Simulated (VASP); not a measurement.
Runs of VASP 6.6.1 on Nb. The structure is that of space group Im-3m (No. 229), or close to it. The cells are those of the table. 

```tsv
task	cell	k mesh for the DOS	occupations for the DOS	gap on the mesh (eV)	pressure (GPa)
single point	a = 2.631 Å, angles 109.5°, 1 atom	-	-	none	(a)
single point	a = 2.540 Å, angles 109.5°, 1 atom	-	-	none	108.8
single point	a = 2.442 Å, angles 109.5°, 1 atom	-	-	none	(b)
single point	a = 2.716 Å, angles 109.5°, 1 atom	-	-	none	28.4
single point	a = 2.776 Å, angles 109.5°, 1 atom	-	-	none	12.1
single point	a = 2.322 Å, angles 109.5°, 1 atom	-	-	none	326.3
```

Alike in all rows: level PBEsol; potentials or basis VASP PAW PBE potentials, release 64 (Nb_sv); no spin polarisation; k mesh 18 × 18 × 18; cutoff (eV) 520; smearing fermi-dirac 0.05 eV.

Q: Estimate the missing entries.

A: (a) 59.8; (b) 184.5.

Caveats: the PAW data sets were made with another functional, which shifts forces and pressure a little.

A k mesh can miss the band edges, and the runs leave out spin-orbit coupling on Nb.

A gap of «none» marks levels without a gap at the run's occupations.
